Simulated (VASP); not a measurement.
SnO2, 3 atoms in the cell. Symmetry: Imm2, No. 44, orthorhombic system. Conventional cell: a = 2.952 Å, b = 5.203 Å, c = 4.494 Å, α = 90.00°, β = 90.00°, γ = 90.00°. Sn (site symmetry mm2) has 6 O at 2.05 to 2.09 Å within 2.7 Å. Within 2.7 Å of O (site symmetry m) lie 3 Sn at 2.05 to 2.09 Å and 6 O at 2.55 to 2.69 Å. The cell was built from a structure type or drawn by symmetry, and may not be a known phase.

```yaml
Program: VASP 6.6.1
Task: single point
Functional: PBE
Potentials_or_basis: VASP PAW PBE potentials, release 64 (Sn_d, O)
Cutoff: 520 eV
k_mesh: 8 × 8 × 8
Occupations: gaussian, width 0.1 eV
Spin: no spin polarisation
Dipole_correction: no
Further_INCAR_settings: ALGO = Normal; EDIFF = 1e-07; NBANDS = 20
```

Potentials or basis: VASP PAW PBE potentials, release 64 (Sn_d, O).

Run with:

```sh
$ cat potpaw_PBE.64/Sn_d/POTCAR potpaw_PBE.64/O/POTCAR > POTCAR
$ mpirun -np 1 vasp_std > vasp.out
```

Hardware: 1 thread of AMD EPYC 9R45 96-Core Processor (Zen 5) (shared host).

Question: Estimate the wall time of this run.

Answer: Run time: 40 s on 1 thread of AMD EPYC 9R45 96-Core Processor (Zen 5), with other jobs on the host, peak memory 0.17 GiB. Counts: scf iterations 14, k points 95.
